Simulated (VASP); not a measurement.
Runs of VASP 6.6.1 on W. The structure is that of space group P6_3/mmc (No. 194), or close to it. The cells are those of the table. This isn't the form of W at room conditions, which is bcc.

```csv
task,cell,cutoff (eV),gap on the mesh (eV),pressure (GPa)
relaxation of cell and atoms,"relaxed to 430 GPa from a = 2.406, b = 2.406, c = 3.815 Å, angles 90.0, 90.0, 120.0°, 2 atoms",600,none,430.0
single point,"a = 2.405, b = 2.405, c = 3.813 Å, angles 90.0, 90.0, 120.0°, 2 atoms",520,none,(a)
single point,"a = 2.406, b = 2.406, c = 3.815 Å, angles 90.0, 90.0, 120.0°, 2 atoms",520,none,446.1
relaxation of cell and atoms,"relaxed to 430 GPa from a = 2.390, b = 2.390, c = 3.872 Å, angles 90.0, 90.0, 120.0°, 2 atoms",600,none,430.0
```

Alike in all rows: level PBE; potentials or basis VASP PAW PBE potentials, release 64 (W_sv); no spin polarisation; k mesh 18 × 18 × 10; smearing fermi-dirac 0.05 eV.

Problem. Fill in the values left out.

Solution. (a) 449.4.

Caveats: spin-orbit coupling is left out, which moves the levels of the heavy elements; the cell is relaxed towards a set pressure, so the run minimises the enthalpy, not the energy (at least some runs); the cell stands under pressure (at least some runs).

A k mesh can miss the band edges, and the runs leave out spin-orbit coupling on W.

A gap of «none» marks levels without a gap at the run's occupations.
